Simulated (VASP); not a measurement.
# Hf2PClO (Cmme) in VASP: single point with PBE

Aim: the single point of Hf2PClO with PBE.

All numbers are computed with VASP 6.6.1; they aren't measurements. Logs are shortened: lines on timing, memory, paths and dates and some standing lists are left out, and cuts for length are marked.

### Step 1. The cell of the first run

The structure is orthorhombic, space group Cmme (No. 67). The conventional cell has a = 5.418 Å, b = 11.865 Å, c = 5.442 Å, α = 90.00°, β = 90.00°, γ = 90.00°. Within 3.1 Å of P (site symmetry 222) lie 4 Hf at 2.38 Å and 2 P at 2.71 Å and 2 O at 2.72 Å. O (site symmetry 222) has 4 Hf at 2.19 Å and 2 O at 2.71 Å and 2 P at 2.72 Å within 2.9 Å. Within 3.9 Å of Cl (site symmetry mm2) lie 8 Hf at 2.97 to 3.49 Å and 4 O at 3.48 Å and 4 P at 3.59 Å and 2 Cl at 3.64 Å. Within 2.9 Å of Hf (site symmetry m) lie 2 O at 2.19 Å and 2 P at 2.38 Å.

### Step 2. Single point, PBE

The input, INCAR:

```
ALGO = Normal
EDIFF = 1E-6
ENCUT = 600
GGA = PE
GGA_COMPAT = F
ISIF = 2
ISMEAR = -1
LASPH = T
LCHARG = F
LREAL = F
LWAVE = F
NBANDS = 49
NELM = 120
PREC = Accurate
SIGMA = 0.0306
```

The input, KPOINTS:

```
k-points
0
Gamma
  6 7 7
```

The input, POSCAR:

```
Hf2PClO
1.0
   -5.4420260000      0.0000000000      0.0000000000
    0.0000000000     -5.4181850000      0.0000000000
    0.0000000000      2.7090920000      5.9324810000
P O Cl Hf
2 2 2 4
Direct
    0.5000000000      0.2500000000      0.5000000000
    0.5000000000      0.7500000000      0.5000000000
    0.0000000000      0.2500000000      0.5000000000
    0.0000000000      0.7500000000      0.5000000000
    0.7773000000      0.2500000000      0.0000000000
    0.2227000000      0.7500000000      0.0000000000
    0.7795400000      0.8965100000      0.2930200000
    0.2204600000      0.3965100000      0.2930200000
    0.7795400000      0.6034900000      0.7069800000
    0.2204600000      0.1034900000      0.7069800000
```

Potentials or basis: VASP PAW PBE potentials, release 64 (P, O, Cl, Hf_pv).

Started as:

```sh
$ cat potpaw_PBE.64/P/POTCAR potpaw_PBE.64/O/POTCAR potpaw_PBE.64/Cl/POTCAR potpaw_PBE.64/Hf_pv/POTCAR > POTCAR
$ mpirun -np 1 vasp_std > vasp.out
```

OUTCAR:

```text
EDIFF = 1E-6
   ENCUT = 600
   GGA = PE
   ISIF = 2
   ISMEAR = -1
   LASPH = T
   LREAL = F
   NELM = 120
   PREC = Accurate

 ion  position               nearest neighbor table
   1  0.500  0.250  0.500-   8 2.38  10 2.38   9 2.38   7 2.38   2 2.71   2 2.71
   2  0.500  0.750  0.500-   7 2.38   9 2.38   8 2.38  10 2.38   1 2.71   1 2.71
   3  0.000  0.250  0.500-   8 2.19  10 2.19   9 2.19   7 2.19
   4  0.000  0.750  0.500-   7 2.19   9 2.19   8 2.19  10 2.19
   5  0.777  0.250  0.000-   8 2.97  10 2.97   9 3.22   7 3.22   7 3.22   9 3.22
   6  0.223  0.750  0.000-   7 2.97   9 2.97   8 3.22  10 3.22   8 3.22  10 3.22
   7  0.780  0.897  0.293-   4 2.19   3 2.19   2 2.38   1 2.38   6 2.97   5 3.22   5 3.22  10 3.43
                             9 3.48   8 3.62   8 3.62   9 3.66   9 3.66
   8  0.220  0.397  0.293-   3 2.19   4 2.19   1 2.38   2 2.38   5 2.97   6 3.22   6 3.22   9 3.43
                            10 3.48   7 3.62   7 3.62  10 3.66  10 3.66
   9  0.780  0.603  0.707-   4 2.19   3 2.19   2 2.38   1 2.38   6 2.97   5 3.22   5 3.22   8 3.43
                             7 3.48  10 3.62  10 3.62   7 3.66   7 3.66
  10  0.220  0.103  0.707-   3 2.19   4 2.19   1 2.38   2 2.38   5 2.97   6 3.22   6 3.22   7 3.43
                             8 3.48   9 3.62   9 3.62   8 3.66   8 3.66

  LATTYP: Found a base centered orthorhombic cell.
 ALAT       =     5.4181850000
 B/A-ratio  =     2.1898406939
 C/A-ratio  =     1.0044001820

  Lattice vectors:

 A1 = (   0.0000000000,  -2.7090920000,  -5.9324810000)
 A2 = (   0.0000000000,  -2.7090930000,   5.9324810000)
 A3 = (  -5.4420260000,   0.0000000000,   0.0000000000)

Analysis of symmetry for initial positions (statically):
=====================================================================
 Subroutine PRICEL returns:
 Original cell was already a primitive cell.

 Routine SETGRP: Setting up the symmetry group for a
 base centered orthorhombic supercell.

 Subroutine GETGRP returns: Found  8 space group operations
 (whereof  4 operations were pure point group operations)
 out of a pool of  8 trial point group operations.

The static configuration has the point symmetry C_2h.
 The point group associated with its full space group is D_2h.

Analysis of symmetry for dynamics (positions and initial velocities):
=====================================================================
 Subroutine PRICEL returns:
 Original cell was already a primitive cell.

 Routine SETGRP: Setting up the symmetry group for a
 base centered orthorhombic supercell.

 Subroutine GETGRP returns: Found  8 space group operations
 (whereof  4 operations were pure point group operations)
 out of a pool of  8 trial point group operations.

The dynamic configuration has the point symmetry C_2h.
 The point group associated with its full space group is D_2h.

 Subroutine INISYM returns: Found  8 space group operations
 (whereof  4 operations are pure point group operations),
 and found     1 'primitive' translations

----------------------------------------------------------------------------------------

                                     Primitive cell

  volume of cell :     174.9246

  direct lattice vectors                    reciprocal lattice vectors
    -5.442026000  0.000000000  0.000000000    -0.183755094  0.000000000  0.000000000
     0.000000000 -5.418185000  0.000000000     0.000000000 -0.184563650  0.084281755
     0.000000000  2.709092000  5.932481000     0.000000000  0.000000000  0.168563540

  length of vectors
     5.442026000  5.418185000  6.521772020     0.183755094  0.202896907  0.168563540

  position of ions in fractional coordinates (direct lattice)
     0.500000000  0.250000000  0.500000000
     0.500000000  0.750000000  0.500000000
     0.000000000  0.250000000  0.500000000
     0.000000000  0.750000000  0.500000000
     0.777300000  0.250000000  0.000000000
     0.222700000  0.750000000  0.000000000
     0.779540000  0.896510000  0.293020000
     0.220460000  0.396510000  0.293020000
     0.779540000  0.603490000  0.706980000
     0.220460000  0.103490000  0.706980000

  ion indices of the primitive-cell ions
   primitive index   ion index
                 1           1
                 2           2
                 3           3
                 4           4
                 5           5
                 6           6
                 7           7
                 8           8
                 9           9
                10          10

----------------------------------------------------------------------------------------

 KPOINTS: k-points

Automatic generation of k-mesh.
 Grid dimensions read from file:
 generate k-points for:    6    7    7

 Generating k-lattice:

  Cartesian coordinates                     Fractional coordinates (reciprocal lattice)
    -0.030625849  0.000000000  0.000000000     0.166666667  0.000000000  0.000000000
     0.000000000 -0.026366236  0.012040251     0.000000000  0.142857143  0.000000000
     0.000000000  0.000000000  0.024080506     0.000000000  0.000000000  0.142857143

  Length of vectors
     0.030625849  0.028985272  0.024080506

  Shift w.r.t. Gamma in fractional coordinates (k-lattice)
     0.000000000  0.000000000  0.000000000

 Subroutine IBZKPT returns following result:
 ===========================================

 Found     64 irreducible k-points:

 Following reciprocal coordinates:
            Coordinates               Weight
  0.000000  0.000000  0.000000      1.000000
  0.166667  0.000000  0.000000      2.000000
  0.333333  0.000000  0.000000      2.000000
  0.500000  0.000000  0.000000      1.000000
  0.000000  0.142857  0.000000      4.000000
  0.166667  0.142857  0.000000      8.000000
[... 16 lines left out ...]
  0.333333  0.142857  0.142857      8.000000
  0.500000  0.142857  0.142857      4.000000
 [... further k-points ...]
   k-points           NKPTS =     64   k-points in BZ     NKDIM =     64   number of bands    NBANDS=     49
   number of dos      NEDOS =    301   number of ions     NIONS =     10
   total plane-waves  NPLWV = 124416
   dimension x,y,z NGX =    48 NGY =   48 NGZ =   54
   dimension x,y,z NGXF=    96 NGYF=   96 NGZF=  108
   ions per type =               2   2   2   4
   NGX,Y,Z   is equivalent  to a cutoff of  14.66, 14.73, 13.77 a.u.
   NGXF,Y,Z  is equivalent  to a cutoff of  29.33, 29.46, 27.53 a.u.
 SYSTEM =  unknown system
   PREC   = accura    normal or accurate (medium, high low for compatibility)
   ISTART =      0    job   : 0-new  1-cont  2-samecut
   ICHARG =      2    charge: 1-file 2-atom 10-const
   ISPIN  =      1    spin polarized calculation?
   LNONCOLLINEAR =      F non collinear calculations
   LSORBIT =      F    spin-orbit coupling
   LASPH  =      T    aspherical Exc in radial PAW
   ENCUT  =  600.0 eV  44.10 Ry    6.64 a.u.  10.87 10.82 13.03*2*pi/ulx,y,z
   NELM   =    120;   NELMIN=  2; NELMDL= -5     # of ELM steps
   EDIFF  = 0.1E-05   stopping-criterion for ELM
   LREAL  =      F    real-space projection
[... 7 lines left out ...]
   TEBEG  =    0.0;   TEEND  =   0.0 temperature during run
   PSTRESS=    0.0 pullay stress
   NELECT =      76.0000    total number of electrons
   NUPDOWN=      -1.0000    fix difference up-down
   EMIN   =  10.00;   EMAX   =-10.00  energy-range for DOS
   EFERMI =   0.00;   METHOD = LEGACY
   ISMEAR =    -1;   SIGMA  =   0.03  broadening in eV -4-tet -1-fermi 0-gaus
   EFERMI_NEDOS =   21; number of points for ismear=-14 and -15
   IALGO  =     38    algorithm
   IMIX   =      4    mixing-type and parameters
     AMIX     =   0.40;   BMIX     =  1.00
     AMIX_MAG =   1.60;   BMIX_MAG =  1.00
  volume/ion in A,a.u.               =      17.49       118.04
  Fermi-wavevector in a.u.,A,eV,Ry     =   1.239926  2.343120 20.917821  1.537416
  Thomas-Fermi vector in A             =   2.374388
   LORBIT       =      0    0 simple, 1 ext, 2 COOP (PROOUT), +10 PAW based schemes
   GGA     = PE    functional components
   LHFCALC =     F    Hartree Fock is set to
   AEXX    =    0.0000 exact exchange contribution
   IVDW    =     0    specifies the selected vdW correction
   LEPSILON=     F    determine dielectric tensor
   LRPA    =     F    only Hartree local field effects (RPA)
 non-spin polarized calculation
  energy-cutoff  :      600.00
  volume of cell :      174.92
 maximum number of plane-waves:      5866
 NGX is ok and might be reduce to    48
   NGX = 21   NGY = 21   NGZ = 27

 number of electron      75.9999995 magnetization

 Free energy of the ion-electron system (eV)
  ---------------------------------------------------
  ext. energy  EPLUGINS =         0.00000000
  ---------------------------------------------------
  free energy    TOTEN  =       -74.42099316 eV

  energy without entropy =      -74.40545739  energy(sigma->0) =      -74.41322528

 E-fermi :   6.6980     XC(G=0): -10.6900

 val. band max:        6.6898604031   @ k =   0.0000   0.2857  -0.0000
 cond. band min:       6.7047656426   @ k =   0.0000   0.0000   0.4286
 fundamental gap:      0.0149052394
 Fermi energy:         6.6979534463

 k-point     1 :       0.0000    0.0000    0.0000
  band No.  band energies     occupation
      1     -25.5685      2.00000
      2     -25.5135      2.00000
      3     -25.3832      2.00000
      4     -25.3632      2.00000
      5     -25.3544      2.00000
      6     -25.3360      2.00000
[... 41 lines left out ...]
     48       8.9253      0.00000
     49       9.2868      0.00000

 k-point     2 :       0.1667    0.0000    0.0000
  band No.  band energies     occupation
      1     -25.5632      2.00000
      2     -25.5076      2.00000
      3     -25.3847      2.00000
      4     -25.3638      2.00000
      5     -25.3516      2.00000
      6     -25.3420      2.00000
[... 1136 lines left out ...]
 k-point    24 :       0.5000    0.1429    0.1429
  band No.  band energies     occupation
      1     -25.5380      2.00000
      2     -25.4983      2.00000
      3     -25.3907      2.00000
      4     -25.3845      2.00000
      5     -25.3792      2.00000
      6     -25.3442      2.00000
[... 41 lines left out ...]
     48       9.0802      0.00000
     49       9.1348      0.00000

 [... further k-points ...]

------------------------ aborting loop because EDIFF is reached ----------------------------------------

  FORCE on cell =-STRESS in cart. coord.  units (eV):
  Direction    XX          YY          ZZ          XY          YZ          ZX
  --------------------------------------------------------------------------------------
  -------------------------------------------------------------------------------------
  Total       25.5388985     13.9469508     -3.8835198     -0.0000000      0.0000003      0.0000000
  in kB      233.9170867    127.7435712    -35.5701180     -0.0000000      0.0000030      0.0000000
  external PRESSURE =     108.6968466 kB  Pullay stress =       0.0000000 kB

 VOLUME and BASIS-vectors are now :
 -----------------------------------------------------------------------------
  energy-cutoff  :      600.00
  volume of cell :      174.92
      direct lattice vectors                 reciprocal lattice vectors
    -5.442026000  0.000000000  0.000000000    -0.183755094  0.000000000  0.000000000
     0.000000000 -5.418185000  0.000000000     0.000000000 -0.184563650  0.084281755
     0.000000000  2.709092000  5.932481000     0.000000000  0.000000000  0.168563540

 POSITION                                       TOTAL-FORCE (eV/Angst)
 -----------------------------------------------------------------------------------
     -2.72101     -0.00000      2.96624         0.000000      0.000000      0.000000
     -2.72101     -2.70909      2.96624        -0.000000     -0.000000      0.000000
      0.00000     -0.00000      2.96624         0.000000      0.000000      0.000000
      0.00000     -2.70909      2.96624         0.000000      0.000000      0.000000
     -4.23009     -1.35455      0.00000        -0.423640     -0.000000     -0.000000
     -1.21194     -4.06364      0.00000         0.423640     -0.000000      0.000000
     -4.24228     -4.06364      1.73834        -2.303474      0.000000     -1.633092
     -1.19975     -1.35455      1.73834         2.303474      0.000000     -1.633092
     -4.24228     -1.35455      4.19415        -2.303474     -0.000000      1.633092
     -1.19975      1.35455      4.19415         2.303474     -0.000000      1.633092
 -----------------------------------------------------------------------------------
    total drift:                                0.000000     -0.000000     -0.000000

  FREE ENERGIE OF THE ION-ELECTRON SYSTEM (eV)
  ---------------------------------------------------
  free  energy   TOTEN  =       -74.4209931588 eV

  energy  without entropy=      -74.4054573939  energy(sigma->0) =      -74.41322528
```

Run time: 9 min. Hardware: 1 thread of Intel Xeon Platinum 8488C (Sapphire Rapids), shared host; peak memory 0.72 GiB.

Results:

* Free energy: -74.4210 eV
* Pressure: 10.9 GPa
* Largest force: 2.824 eV/Å
* Band gap on the k mesh: zero (band 38 reaches 6.82 eV, above the bottom of band 39 at 6.56 eV)

Forces in eV/Å, atoms in the order of the input:
```
P    0.000  0.000  0.000
P    0.000  0.000  0.000
O    0.000  0.000  0.000
O    0.000  0.000  0.000
Cl  -0.424  0.000  0.000
Cl   0.424  0.000  0.000
Hf  -2.303  0.000 -1.633
Hf   2.303  0.000 -1.633
Hf  -2.303  0.000  1.633
Hf   2.303  0.000  1.633
```

Levels at points of the mesh, in eV from the Fermi level:
| k point | band 36 | band 37 | band 38 | band 39 | band 40 | band 41 |
| --- | --- | --- | --- | --- | --- | --- |
| (0.00, 0.00, 0.00) | -1.18 | -0.58 | -0.07 | 0.05 | 0.18 | 0.21 |
| (0.50, 0.00, 0.00) | -0.37 | -0.34 | -0.16 | 0.37 | 0.85 | 0.96 |

Caveat: spin-orbit coupling is left out, which moves the levels of the heavy elements; forces of over 1 eV/Å act on the atoms, so gaps and moduli don't describe the material at rest.
